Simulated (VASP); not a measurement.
# NaF (P6_3/mmc) in VASP: G0W0 quasiparticle levels with PBE

Aim: the G0W0 quasiparticle levels of NaF with PBE.

All numbers are computed with VASP 6.6.1; they aren't measurements. Logs are shortened: lines on timing, memory, paths and dates and some standing lists are left out, and cuts for length are marked.

## (1) The cell of the first run

Symmetry: P6_3/mmc, No. 194, hexagonal system. Conventional cell: a = 3.868 Å, b = 3.868 Å, c = 4.551 Å, α = 90.00°, β = 90.00°, γ = 120.00°. Within 3.0 Å of Na (site symmetry -6m2) lie 5 F at 2.23 to 2.28 Å. F (site symmetry -6m2) has 5 Na at 2.23 to 2.28 Å within 3.0 Å.

## (2) G0W0 quasiparticle levels, PBE

POSCAR reads:

```
NaF
1.0
    3.8680646418      0.0000000000      0.0000000000
   -1.9340323209      3.3498422433      0.0000000000
    0.0000000000      0.0000000000      4.5513806497
Na F
2 2
Direct
    0.3333333333      0.6666666667     -0.0625000000
    0.6666666667      0.3333333333      0.4375000000
    0.3333333333      0.6666666667      0.4375000000
    0.6666666667      0.3333333333      0.9375000000
```

INCAR.step1 reads:

```
SYSTEM = NaF
PREC = Accurate
ENCUT = 500
EDIFF = 1E-8
ISMEAR = 0
SIGMA = 0.01
LREAL = .False.
LASPH = .True.
NELM = 80
ALGO = Normal
LWAVE = .True.
LCHARG = .False.
GGA = PE
```

INCAR.step2 reads:

```
SYSTEM = NaF
PREC = Accurate
ENCUT = 500
EDIFF = 1E-8
ISMEAR = 0
SIGMA = 0.01
LREAL = .False.
LASPH = .True.
NELM = 1
ALGO = Exact
LWAVE = .True.
LCHARG = .False.
GGA = PE
NBANDS = 192
LOPTICS = .True.
ISTART = 1
```

INCAR.step3 reads:

```
SYSTEM = NaF
PREC = Accurate
ENCUT = 500
EDIFF = 1E-8
ISMEAR = 0
SIGMA = 0.01
LREAL = .False.
LASPH = .True.
ALGO = EVGW0
LWAVE = .False.
LCHARG = .False.
GGA = PE
NELMGW = 1
NBANDS = 192
ENCUTGW = 120.0
NOMEGA = 48
PRECFOCK = Fast
ISTART = 1
NBANDSGW = 24
```

KPOINTS reads:

```
regular mesh
0
Gamma
  6 6 4
  0 0 0
```

Potentials or basis: VASP PAW PBE potentials, release 64 (Na_sv_GW, F_GW).

Run with:

```
$ cat potpaw_PBE.64/Na_sv_GW/POTCAR potpaw_PBE.64/F_GW/POTCAR > POTCAR
$ cp INCAR.step1 INCAR
$ mpirun -np 1 vasp_std > vasp.out
$ cp INCAR.step2 INCAR
$ mpirun -np 1 vasp_std > vasp.out
$ cp INCAR.step3 INCAR
$ mpirun -np 1 vasp_std > vasp.out
```

OUTCAR:

```text
SYSTEM = NaF
   PREC = Accurate
   ENCUT = 500
   EDIFF = 1E-8
   ISMEAR = 0
   LREAL = .False.
   LASPH = .True.
   GGA = PE
   NELMGW = 1
   ENCUTGW = 120.0
   PRECFOCK = Fast
   ISTART = 1

 ion  position               nearest neighbor table
   1  0.333  0.667  0.938-   4 2.23   4 2.23   4 2.23   3 2.28   3 2.28
   2  0.667  0.333  0.438-   3 2.23   3 2.23   3 2.23   4 2.28   4 2.28
   3  0.333  0.667  0.438-   2 2.23   2 2.23   2 2.23   1 2.28   1 2.28
   4  0.667  0.333  0.938-   1 2.23   1 2.23   1 2.23   2 2.28   2 2.28

  LATTYP: Found a hexagonal cell.
 ALAT       =     3.8680646418
 C/A-ratio  =     1.1766557881

  Lattice vectors:

 A1 = (   3.8680646418,   0.0000000000,   0.0000000000)
 A2 = (  -1.9340323209,   3.3498422433,   0.0000000000)
 A3 = (   0.0000000000,   0.0000000000,   4.5513806497)

Analysis of symmetry for initial positions (statically):
=====================================================================
 Subroutine PRICEL returns:
 Original cell was already a primitive cell.

 Routine SETGRP: Setting up the symmetry group for a
 hexagonal supercell.

 Subroutine GETGRP returns: Found 24 space group operations
 (whereof  6 operations were pure point group operations)
 out of a pool of 24 trial point group operations.

The static configuration has the point symmetry C_3v.
 The point group associated with its full space group is D_6h.

Analysis of symmetry for dynamics (positions and initial velocities):
=====================================================================
 Subroutine PRICEL returns:
 Original cell was already a primitive cell.

 Routine SETGRP: Setting up the symmetry group for a
 hexagonal supercell.

 Subroutine GETGRP returns: Found 24 space group operations
 (whereof  6 operations were pure point group operations)
 out of a pool of 24 trial point group operations.

The dynamic configuration has the point symmetry C_3v.
 The point group associated with its full space group is D_6h.

 Subroutine INISYM returns: Found 24 space group operations
 (whereof  6 operations are pure point group operations),
 and found     1 'primitive' translations

----------------------------------------------------------------------------------------

                                     Primitive cell

  volume of cell :      58.9741

  direct lattice vectors                    reciprocal lattice vectors
     3.868064642  0.000000000  0.000000000     0.258527220  0.149260760  0.000000000
    -1.934032321  3.349842243  0.000000000     0.000000000  0.298521521  0.000000000
     0.000000000  0.000000000  4.551380650     0.000000000  0.000000000  0.219713550

  length of vectors
     3.868064642  3.868064642  4.551380650     0.298521521  0.298521521  0.219713550

  position of ions in fractional coordinates (direct lattice)
     0.333333333  0.666666667  0.937500000
     0.666666667  0.333333333  0.437500000
     0.333333333  0.666666667  0.437500000
     0.666666667  0.333333333  0.937500000

  ion indices of the primitive-cell ions
   primitive index   ion index
                 1           1
                 2           2
                 3           3
                 4           4

----------------------------------------------------------------------------------------

 KPOINTS: regular mesh

Automatic generation of k-mesh.
 Grid dimensions read from file:
 generate k-points for:    6    6    4

 Generating k-lattice:

  Cartesian coordinates                     Fractional coordinates (reciprocal lattice)
     0.043087870  0.024876793  0.000000000     0.166666667  0.000000000  0.000000000
     0.000000000  0.049753587  0.000000000     0.000000000  0.166666667  0.000000000
     0.000000000  0.000000000  0.054928388     0.000000000  0.000000000  0.250000000

  Length of vectors
     0.049753587  0.049753587  0.054928388

  Shift w.r.t. Gamma in fractional coordinates (k-lattice)
     0.000000000  0.000000000  0.000000000

 Subroutine IBZKPT returns following result:
 ===========================================

 Found     21 irreducible k-points:

 Following reciprocal coordinates:
            Coordinates               Weight
  0.000000  0.000000  0.000000      1.000000
  0.166667  0.000000  0.000000      6.000000
  0.333333  0.000000  0.000000      6.000000
  0.500000  0.000000  0.000000      3.000000
  0.166667  0.166667  0.000000      6.000000
  0.333333  0.166667  0.000000     12.000000
[... 13 lines left out ...]
  0.333333  0.166667  0.500000     12.000000
  0.333333  0.333333  0.500000      2.000000
   k-points           NKPTS =     21   k-points in BZ     NKDIM =    144   number of bands    NBANDS=    192
   number of dos      NEDOS =    301   number of ions     NIONS =      4
   total plane-waves  NPLWV =  28224
   dimension x,y,z NGX =    28 NGY =   28 NGZ =   36
   dimension x,y,z NGXF=    56 NGYF=   56 NGZF=   72
   ions per type =               2   2
   NGX,Y,Z   is equivalent  to a cutoff of  12.03, 12.03, 13.15 a.u.
   NGXF,Y,Z  is equivalent  to a cutoff of  24.07, 24.07, 26.30 a.u.
 SYSTEM =  NaF
   PREC   = accura    normal or accurate (medium, high low for compatibility)
   ISTART =      1    job   : 0-new  1-cont  2-samecut
   ICHARG =      0    charge: 1-file 2-atom 10-const
   ISPIN  =      1    spin polarized calculation?
   LNONCOLLINEAR =      F non collinear calculations
   LSORBIT =      F    spin-orbit coupling
   LASPH  =      T    aspherical Exc in radial PAW
   ENCUT  =  500.0 eV  36.75 Ry    6.06 a.u.   7.05  7.05  8.30*2*pi/ulx,y,z
   NELM   =     60;   NELMIN=  2; NELMDL=  0     # of ELM steps
   EDIFF  = 0.1E-07   stopping-criterion for ELM
   LREAL  =      F    real-space projection
   EDIFFG = 0.1E-06   stopping-criterion for IOM
   NSW    =      0    number of steps for IOM
   IBRION =     -1    ionic relax: 0-MD 1-quasi-New 2-CG
   NFREE  =      0    steps in history (QN), initial steepest desc. (CG)
   ISIF   =      0    stress and relaxation
   ISYM   =      3    0-nonsym 1-usesym 2-fastsym
   POTIM  = 0.5000    time-step for ionic-motion
   TEBEG  =    0.0;   TEEND  =   0.0 temperature during run
   PSTRESS=    0.0 pullay stress
   NELECT =      32.0000    total number of electrons
   NUPDOWN=      -1.0000    fix difference up-down
   EMIN   =  10.00;   EMAX   =-10.00  energy-range for DOS
   EFERMI =   0.00;   METHOD = LEGACY
   ISMEAR =     0;   SIGMA  =   0.01  broadening in eV -4-tet -1-fermi 0-gaus
   EFERMI_NEDOS =   21; number of points for ismear=-14 and -15
   IALGO  =     38    algorithm
   IMIX   =      4    mixing-type and parameters
     AMIX     =   0.40;   BMIX     =  1.00
     AMIX_MAG =   1.60;   BMIX_MAG =  1.00
  volume/ion in A,a.u.               =      14.74        99.49
  Fermi-wavevector in a.u.,A,eV,Ry     =   1.335276  2.523306 24.258675  1.782962
  Thomas-Fermi vector in A             =   2.463993
   LORBIT       =      0    0 simple, 1 ext, 2 COOP (PROOUT), +10 PAW based schemes
   GGA     = PE    functional components
   LHFCALC =     T    Hartree Fock is set to
   PRECFOCK=fast      Normal, Fast or Accurate (Low or Medium for compatibility)
   ENCUT4O =  -1.0   cutoff for four orbital integrals eV
   NKREDX  =     1    reduce k-point grid by
   NKREDY  =     1    reduce k-point grid by
   NKREDZ  =     1    reduce k-point grid by
   AEXX    =    1.0000 exact exchange contribution
   HFSCREEN=    0.0000 screening length (either q_TF or 0.3 A-1)
   HFSCREENC=   0.0000 screening length for correlation (either q_TF or 0.3 A-1)
   ENCUTFOCK=  -1.0 apply spherical cutoff to Coloumb kernel
   IVDW    =     0    specifies the selected vdW correction
   LEPSILON=     F    determine dielectric tensor
   LRPA    =     F    only Hartree local field effects (RPA)
   LRPAFORCE           =     F    calculate RPA forces
   ENCUTGW             = 120.0    cutoff for response function in eV
   ENCUTGWSOFT         =  96.0    soft cutoff for Coulomb kernel in GW response function in eV
   ENCUTLF             =  -1.0    cutoff for local field effects
   NELMGW              =     1    number of iterations in solving QP/BSE equation
   NELMHF              =     1    number of iterations in the inner HF iteration
   NKREDLFX            =     1    NKREDLFY  =   1   NKREDLFZ  =   1
 non-spin polarized calculation
 Gauss-broadening in eV      SIGMA  =   0.01
  energy-cutoff  :      500.00
  volume of cell :       58.97
 maximum number of plane-waves:      1521
  NGX = 16; NGY = 16; NGZ = 18
   NGX = 15   NGY = 15   NGZ = 17
 maximum number of plane-waves:       184
 NGX is ok and might be reduce to    14

 QP shifts <psi_nk| G(iteration)W_0 |psi_nk>: iteration 1
 for sc-GW calculations column KS-energies equals QP-energies in previous step
 and V_xc(KS)=  KS-energies - (<T + V_ion + V_H > + <T+V_H+V_ion>^1  + <V_x>^1)

 k-point   1 :       0.0000    0.0000    0.0000
  band No.  KS-energies  QP-energies   sigma(KS)   V_xc(KS)     V^pw_x(r,r')   Z            occupation Imag(sigma)

      1     -49.6516     -60.3770     -42.3145     -29.2551     -49.1222       0.8213       2.0000       0.4169
      2     -49.6333     -60.5331     -42.3513     -29.2885     -49.1589       0.8344       2.0000       0.4131
      3     -21.6825     -26.4301     -28.8759     -22.8142     -36.9097       0.7832       2.0000       1.1070
      4     -21.6700     -28.5092     -36.1376     -28.0703     -41.1274       0.8478       2.0000       0.1939
      5     -21.6228     -28.4659     -36.2832     -28.2272     -41.2701       0.8494       2.0000       0.1798
      6     -21.6228     -28.4659     -36.2832     -28.2272     -41.2701       0.8494       2.0000       0.1798
[... 16 lines left out ...]
     23      15.6353      17.9478      -7.7557     -10.4064      -4.7657       0.8724       0.0000      -0.2297
     24      15.9241      17.5131      -5.1743      -6.9304      -2.2969       0.9049       0.0000      -0.3031

 k-point   2 :       0.1667    0.0000    0.0000
  band No.  KS-energies  QP-energies   sigma(KS)   V_xc(KS)     V^pw_x(r,r')   Z            occupation Imag(sigma)

      1     -49.6502     -60.3915     -42.3176     -29.2577     -49.1251       0.8225       2.0000       0.4164
      2     -49.6340     -60.5297     -42.3498     -29.2873     -49.1574       0.8341       2.0000       0.4130
      3     -21.9178     -27.5164     -31.8119     -24.8794     -38.5671       0.8076       2.0000       0.7245
      4     -21.8472     -27.8587     -33.3657     -26.0406     -39.5076       0.8207       2.0000       0.5324
      5     -21.6610     -28.5075     -36.1596     -28.0927     -41.1511       0.8487       2.0000       0.1927
      6     -21.6278     -28.4699     -36.2688     -28.2126     -41.2546       0.8493       2.0000       0.1810
[... 16 lines left out ...]
     23      14.9124      16.6729      -5.4790      -7.4724      -2.5705       0.8832       0.0000      -0.1949
     24      15.1354      16.7931      -4.8757      -6.7441      -1.9643       0.8872       0.0000      -0.1850
[... 502 lines left out ...]
     23      16.2869      18.2023      -5.9156      -8.0828      -2.9623       0.8838       0.0000      -0.2323
     24      16.2869      18.2023      -5.9156      -8.0828      -2.9623       0.8838       0.0000      -0.2323

 k-point  21 :       0.3333    0.3333    0.5000
  band No.  KS-energies  QP-energies   sigma(KS)   V_xc(KS)     V^pw_x(r,r')   Z            occupation Imag(sigma)

      1     -49.6409     -60.4865     -42.3365     -29.2752     -49.1435       0.8304       2.0000       0.4133
      2     -49.6409     -60.4865     -42.3365     -29.2752     -49.1435       0.8304       2.0000       0.4133
      3     -22.3833     -28.1263     -32.1084     -24.9482     -38.5924       0.8021       2.0000       0.6512
      4     -22.3833     -28.1263     -32.1084     -24.9482     -38.5924       0.8021       2.0000       0.6512
      5     -21.6177     -28.4555     -36.2768     -28.2219     -41.2632       0.8489       2.0000       0.1825
      6     -21.6177     -28.4555     -36.2768     -28.2219     -41.2632       0.8489       2.0000       0.1825
[... 16 lines left out ...]
     23      17.4451      19.1369      -4.9797      -6.8844      -2.0371       0.8882       0.0000      -0.2430
     24      17.4451      19.1369      -4.9797      -6.8844      -2.0371       0.8882       0.0000      -0.2430
```

Run time: 40 min. Hardware: 1 thread of Intel Xeon Platinum 8259CL at 2.50GHz (Skylake/Cascade Lake), shared host; peak memory 1.1 GiB.

Results:

* Quasiparticle gap: 9.79 eV
* Least direct quasiparticle gap: 9.79 eV
* Band gap of the starting levels on the mesh: 5.69 eV
* Least direct gap of the starting levels on the mesh: 5.69 eV

Caveat: bands, screening cutoff and mesh are small and nothing is extrapolated, so the quasiparticle values aren't converged.
